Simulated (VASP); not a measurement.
# Bi3P2 (R-3c) in VASP: a series of runs

Runs on Bi3P2. Level: PBE. Tasks: single point, relaxation of cell and atoms.

Program: VASP 6.6.1. These are calculated values, not measurements. Logs are shortened: lines on timing, memory, paths and dates and some standing lists are left out, and cuts for length are marked.

## 1. The cell of the first run

The structure is trigonal, space group R-3c (No. 167). Conventional cell: a = 6.893 Å, b = 6.893 Å, c = 18.818 Å, α = 90.00°, β = 90.00°, γ = 120.00°. Within 3.5 Å of Bi (site symmetry 2) lie 4 P at 2.69 to 2.86 Å. Within 3.5 Å of P (site symmetry 3) lie 6 Bi at 2.69 to 2.86 Å.

## 2. Single point, PBE

INCAR reads:

```
SYSTEM = Bi3P2
PREC     = Accurate       ! precision mode
ENCUT    = 500            ! plane-wave cutoff, eV
EDIFF    = 1E-6           ! SCF threshold, eV
ISMEAR   = 0              ! smearing method
SIGMA    = 0.1            ! smearing width, eV
LREAL    = .FALSE.        ! projectors in reciprocal space
LASPH    = .TRUE.         ! aspherical terms in the spheres
NELM     = 120            ! most SCF steps
ALGO     = Normal         ! electronic algorithm
ISIF     = 2              ! what is computed and relaxed
LWAVE    = .FALSE.        ! write WAVECAR
LCHARG   = .FALSE.        ! write CHGCAR
GGA      = PE             ! functional
NBANDS   = 66             ! bands
GGA_COMPAT= .FALSE.
```

KPOINTS reads:

```
regular mesh
0
G
  3 3 3
  0 0 0
```

POSCAR reads:

```
Bi3P2
1.0
    3.4463042348      1.9897246776      6.2727912408
   -3.4463042348      1.9897246776      6.2727912408
    0.0000000000     -3.9794493554      6.2727912408
Bi P
6 4
Direct
    0.0562500000      0.4437500000      0.7500000000
    0.7500000000      0.0562500000      0.4437500000
    0.4437500000      0.7500000000      0.0562500000
    0.9437500000      0.5562500000      0.2500000000
    0.2500000000      0.9437500000      0.5562500000
    0.5562500000      0.2500000000      0.9437500000
    0.8521800000      0.8521800000      0.8521800000
    0.6478200000      0.6478200000      0.6478200000
    0.1478200000      0.1478200000      0.1478200000
    0.3521800000      0.3521800000      0.3521800000
```

Potentials or basis: VASP PAW PBE potentials, release 64 (Bi_d, P).

Run with:

```sh
$ cat potpaw_PBE.64/Bi_d/POTCAR potpaw_PBE.64/P/POTCAR > POTCAR
$ mpirun -np 1 vasp_std > vasp.out
```

OUTCAR:

```text
SYSTEM = Bi3P2
   PREC = Accurate
   ENCUT = 500
   EDIFF = 1E-6
   ISMEAR = 0
   LREAL = .FALSE.
   LASPH = .TRUE.
   NELM = 120
   ISIF = 2
   GGA = PE

 ion  position               nearest neighbor table
   1  0.056  0.444  0.750-   9 2.69  10 2.69   7 2.86   8 2.86   2 3.66   3 3.66   4 3.79   4 3.79

   2  0.750  0.056  0.444-   9 2.69  10 2.69   8 2.86   7 2.86   3 3.66   1 3.66   5 3.79   5 3.79

   3  0.444  0.750  0.056-  10 2.69   9 2.69   7 2.86   8 2.86   2 3.66   1 3.66   6 3.79   6 3.79

   4  0.944  0.556  0.250-   7 2.69   8 2.69   9 2.86  10 2.86   6 3.66   5 3.66   1 3.79   1 3.79

   5  0.250  0.944  0.556-   7 2.69   8 2.69  10 2.86   9 2.86   6 3.66   4 3.66   2 3.79   2 3.79

   6  0.556  0.250  0.944-   8 2.69   7 2.69   9 2.86  10 2.86   5 3.66   4 3.66   3 3.79   3 3.79

   7  0.852  0.852  0.852-   5 2.69   6 2.69   4 2.69   3 2.86   1 2.86   2 2.86
   8  0.648  0.648  0.648-   6 2.69   5 2.69   4 2.69   2 2.86   1 2.86   3 2.86
   9  0.148  0.148  0.148-   2 2.69   3 2.69   1 2.69   6 2.86   4 2.86   5 2.86
  10  0.352  0.352  0.352-   3 2.69   2 2.69   1 2.69   5 2.86   4 2.86   6 2.86

  LATTYP: Found a trigonal (rhomboedric) cell.
 ALAT       =     7.4285885013
 COS(alpha) =     0.5695481095

  Lattice vectors:

 A1 = (   3.4463042348,   1.9897246776,   6.2727912408)
 A2 = (  -3.4463042348,   1.9897246776,   6.2727912408)
 A3 = (   0.0000000000,  -3.9794493554,   6.2727912408)

Analysis of symmetry for initial positions (statically):
=====================================================================
 Subroutine PRICEL returns:
 Original cell was already a primitive cell.

 Routine SETGRP: Setting up the symmetry group for a
 trigonal (rhombohedral) supercell.

 Subroutine GETGRP returns: Found 12 space group operations
 (whereof  6 operations were pure point group operations)
 out of a pool of 12 trial point group operations.

The static configuration has the point symmetry S_6 .
 The point group associated with its full space group is D_3d.

Analysis of symmetry for dynamics (positions and initial velocities):
=====================================================================
 Subroutine PRICEL returns:
 Original cell was already a primitive cell.

 Routine SETGRP: Setting up the symmetry group for a
 trigonal (rhombohedral) supercell.

 Subroutine GETGRP returns: Found 12 space group operations
 (whereof  6 operations were pure point group operations)
 out of a pool of 12 trial point group operations.

The dynamic configuration has the point symmetry S_6 .
 The point group associated with its full space group is D_3d.

 Subroutine INISYM returns: Found 12 space group operations
 (whereof  6 operations are pure point group operations),
 and found     1 'primitive' translations

----------------------------------------------------------------------------------------

                                     Primitive cell

  volume of cell :     258.0826

  direct lattice vectors                    reciprocal lattice vectors
     3.446304235  1.989724678  6.272791241     0.145082954  0.083763683  0.053139555
    -3.446304235  1.989724678  6.272791241    -0.145082954  0.083763683  0.053139555
     0.000000000 -3.979449355  6.272791241     0.000000000 -0.167527366  0.053139555

  length of vectors
     7.428588501  7.428588501  7.428588501     0.175753323  0.175753323  0.175753323

  position of ions in fractional coordinates (direct lattice)
     0.056250000  0.443750000  0.750000000
     0.750000000  0.056250000  0.443750000
     0.443750000  0.750000000  0.056250000
     0.943750000  0.556250000  0.250000000
     0.250000000  0.943750000  0.556250000
     0.556250000  0.250000000  0.943750000
     0.852180000  0.852180000  0.852180000
     0.647820000  0.647820000  0.647820000
     0.147820000  0.147820000  0.147820000
     0.352180000  0.352180000  0.352180000

  ion indices of the primitive-cell ions
   primitive index   ion index
                 1           1
                 2           2
                 3           3
                 4           4
                 5           5
                 6           6
                 7           7
                 8           8
                 9           9
                10          10

----------------------------------------------------------------------------------------

 KPOINTS: regular mesh

Automatic generation of k-mesh.
 Grid dimensions read from file:
 generate k-points for:    3    3    3

 Generating k-lattice:

  Cartesian coordinates                     Fractional coordinates (reciprocal lattice)
     0.048360985  0.027921228  0.017713185     0.333333333 -0.000000000 -0.000000000
    -0.048360985  0.027921228  0.017713185    -0.000000000  0.333333333 -0.000000000
     0.000000000 -0.055842455  0.017713185    -0.000000000 -0.000000000  0.333333333

  Length of vectors
     0.058584441  0.058584441  0.058584441

  Shift w.r.t. Gamma in fractional coordinates (k-lattice)
     0.000000000  0.000000000  0.000000000

 Subroutine IBZKPT returns following result:
 ===========================================

 Found      6 irreducible k-points:

 Following reciprocal coordinates:
            Coordinates               Weight
  0.000000  0.000000  0.000000      1.000000
  0.333333  0.000000 -0.000000      6.000000
  0.333333  0.333333 -0.000000      6.000000
 -0.333333  0.333333  0.000000      6.000000
  0.333333  0.333333  0.333333      2.000000
 -0.333333  0.333333  0.333333      6.000000
   k-points           NKPTS =      6   k-points in BZ     NKDIM =      6   number of bands    NBANDS=     66
   number of dos      NEDOS =    301   number of ions     NIONS =     10
   total plane-waves  NPLWV = 157464
   dimension x,y,z NGX =    54 NGY =   54 NGZ =   54
   dimension x,y,z NGXF=   108 NGYF=  108 NGZF=  108
   ions per type =               6   4
   NGX,Y,Z   is equivalent  to a cutoff of  12.08, 12.08, 12.08 a.u.
   NGXF,Y,Z  is equivalent  to a cutoff of  24.17, 24.17, 24.17 a.u.
 SYSTEM =  Bi3P2
   PREC   = accura    normal or accurate (medium, high low for compatibility)
   ISTART =      0    job   : 0-new  1-cont  2-samecut
   ICHARG =      2    charge: 1-file 2-atom 10-const
   ISPIN  =      1    spin polarized calculation?
   LNONCOLLINEAR =      F non collinear calculations
   LSORBIT =      F    spin-orbit coupling
   LASPH  =      T    aspherical Exc in radial PAW
   ENCUT  =  500.0 eV  36.75 Ry    6.06 a.u.  13.54 13.54 13.54*2*pi/ulx,y,z
   NELM   =    120;   NELMIN=  2; NELMDL= -5     # of ELM steps
   EDIFF  = 0.1E-05   stopping-criterion for ELM
   LREAL  =      F    real-space projection
   EDIFFG = 0.1E-04   stopping-criterion for IOM
   NSW    =      0    number of steps for IOM
   IBRION =     -1    ionic relax: 0-MD 1-quasi-New 2-CG
   NFREE  =      0    steps in history (QN), initial steepest desc. (CG)
   ISIF   =      2    stress and relaxation
   ISYM   =      2    0-nonsym 1-usesym 2-fastsym
   POTIM  = 0.5000    time-step for ionic-motion
   TEBEG  =    0.0;   TEEND  =   0.0 temperature during run
   PSTRESS=    0.0 pullay stress
   NELECT =     110.0000    total number of electrons
   NUPDOWN=      -1.0000    fix difference up-down
   EMIN   =  10.00;   EMAX   =-10.00  energy-range for DOS
   EFERMI =   0.00;   METHOD = LEGACY
   ISMEAR =     0;   SIGMA  =   0.10  broadening in eV -4-tet -1-fermi 0-gaus
   EFERMI_NEDOS =   21; number of points for ismear=-14 and -15
   IALGO  =     38    algorithm
   IMIX   =      4    mixing-type and parameters
     AMIX     =   0.40;   BMIX     =  1.00
     AMIX_MAG =   1.60;   BMIX_MAG =  1.00
  volume/ion in A,a.u.               =      25.81       174.16
  Fermi-wavevector in a.u.,A,eV,Ry     =   1.232025  2.328190 20.652085  1.517885
  Thomas-Fermi vector in A             =   2.366811
   LORBIT       =      0    0 simple, 1 ext, 2 COOP (PROOUT), +10 PAW based schemes
   GGA     = PE    functional components
   LHFCALC =     F    Hartree Fock is set to
   AEXX    =    0.0000 exact exchange contribution
   IVDW    =     0    specifies the selected vdW correction
   LEPSILON=     F    determine dielectric tensor
   LRPA    =     F    only Hartree local field effects (RPA)
 non-spin polarized calculation
 Gauss-broadening in eV      SIGMA  =   0.10
  energy-cutoff  :      500.00
  volume of cell :      258.08
 maximum number of plane-waves:      6587
 NGX is ok and might be reduce to    54
   NGX = 27   NGY = 27   NGZ = 27

 number of electron     109.9999981 magnetization

 Free energy of the ion-electron system (eV)
  ---------------------------------------------------
  ext. energy  EPLUGINS =         0.00000000
  ---------------------------------------------------
  free energy    TOTEN  =       -40.52362783 eV

  energy without entropy =      -40.51366530  energy(sigma->0) =      -40.51864656

 E-fermi :   7.7651     XC(G=0): -10.1521

 val. band max:        7.5722885660   @ k =  -0.3333   0.3333   0.0000
 cond. band min:       7.8467662466   @ k =  -0.3333   0.3333   0.0000
 fundamental gap:      0.2744776805
 Fermi energy:         7.7651425827

 k-point     1 :       0.0000    0.0000    0.0000
  band No.  band energies     occupation
      1     -15.4192      2.00000
      2     -15.3890      2.00000
      3     -15.3890      2.00000
      4     -15.3860      2.00000
      5     -15.3860      2.00000
      6     -15.3823      2.00000
[... 58 lines left out ...]
     65      11.4304      0.00000
     66      11.4308      0.00000

 k-point     2 :       0.3333    0.0000   -0.0000
  band No.  band energies     occupation
      1     -15.4132      2.00000
      2     -15.3960      2.00000
      3     -15.3954      2.00000
      4     -15.3914      2.00000
      5     -15.3843      2.00000
      6     -15.3824      2.00000
[... 265 lines left out ...]
     65      10.9310      0.00000
     66      11.8112      0.00000

 k-point     6 :      -0.3333    0.3333    0.3333
  band No.  band energies     occupation
      1     -15.4116      2.00000
      2     -15.4066      2.00000
      3     -15.3970      2.00000
      4     -15.3907      2.00000
      5     -15.3821      2.00000
      6     -15.3798      2.00000
[... 58 lines left out ...]
     65      11.0259      0.00000
     66      11.5434      0.00000

------------------------ aborting loop because EDIFF is reached ----------------------------------------

  FORCE on cell =-STRESS in cart. coord.  units (eV):
  Direction    XX          YY          ZZ          XY          YZ          ZX
  --------------------------------------------------------------------------------------
  -------------------------------------------------------------------------------------
  Total       15.7623873     15.7623873     10.6022433      0.0000000     -0.0000000     -0.0000000
  in kB       97.8529429     97.8529429     65.8187550      0.0000000     -0.0000000     -0.0000000
  external PRESSURE =      87.1748803 kB  Pullay stress =       0.0000000 kB

 VOLUME and BASIS-vectors are now :
 -----------------------------------------------------------------------------
  energy-cutoff  :      500.00
  volume of cell :      258.08
      direct lattice vectors                 reciprocal lattice vectors
     3.446304235  1.989724678  6.272791241     0.145082954  0.083763683  0.053139555
    -3.446304235  1.989724678  6.272791241    -0.145082954  0.083763683  0.053139555
     0.000000000 -3.979449355  6.272791241     0.000000000 -0.167527366  0.053139555

 POSITION                                       TOTAL-FORCE (eV/Angst)
 -----------------------------------------------------------------------------------
     -1.33544     -1.98972      7.84099        -0.175365     -0.000000      0.000000
      2.39087     -0.16167      7.84099         0.087682     -0.151870      0.000000
     -1.05543      2.15139      7.84099         0.087682      0.151870      0.000000
      1.33544      1.98972     10.97738         0.175365     -0.000000      0.000000
     -2.39087      0.16167     10.97738        -0.087682      0.151870      0.000000
      1.05543     -2.15139     10.97738        -0.087682     -0.151870      0.000000
      0.00000     -0.00000     16.03664        -0.000000      0.000000     -0.737570
      0.00000     -0.00000     12.19092        -0.000000     -0.000000      0.737570
      0.00000     -0.00000      2.78173        -0.000000     -0.000000      0.737570
      0.00000     -0.00000      6.62745        -0.000000      0.000000     -0.737570
 -----------------------------------------------------------------------------------
    total drift:                                0.000000     -0.000000      0.000000

  FREE ENERGIE OF THE ION-ELECTRON SYSTEM (eV)
  ---------------------------------------------------
  free  energy   TOTEN  =       -40.5236278284 eV

  energy  without entropy=      -40.5136652985  energy(sigma->0) =      -40.51864656
```

It took 4.6 min on 1 thread of Intel Xeon 8259CL, shared host; peak memory 0.42 GiB.

What came out:

* Free energy: -40.5236 eV
* Pressure: 8.7 GPa
* Largest force: 0.738 eV/Å
* Band gap on the k mesh: zero (bands 55 and 56 overlap by 0.70 eV)

Forces in eV/Å, atoms in the order of the input:
```
Bi  -0.175  0.000  0.000
Bi   0.088 -0.152  0.000
Bi   0.088  0.152  0.000
Bi   0.175  0.000  0.000
Bi  -0.088  0.152  0.000
Bi  -0.088 -0.152  0.000
P    0.000  0.000 -0.738
P    0.000  0.000  0.738
P    0.000  0.000  0.738
P    0.000  0.000 -0.738
```

Levels at points of the mesh, in eV from the Fermi level:
```tsv
k point	band 52	band 53	band 54	band 55	band 56	band 57	band 58	band 59
(0.00, 0.00, 0.00)	-0.26	0.13	0.13	0.49	0.60	0.60	1.30	1.30
```

Caveat: the k points lie up to 0.37 Å⁻¹ apart, too coarse for converged energies and pressures of a metal; spin-orbit coupling is left out, which moves the levels of the heavy elements.

(Part 1 of 2 ends here.)
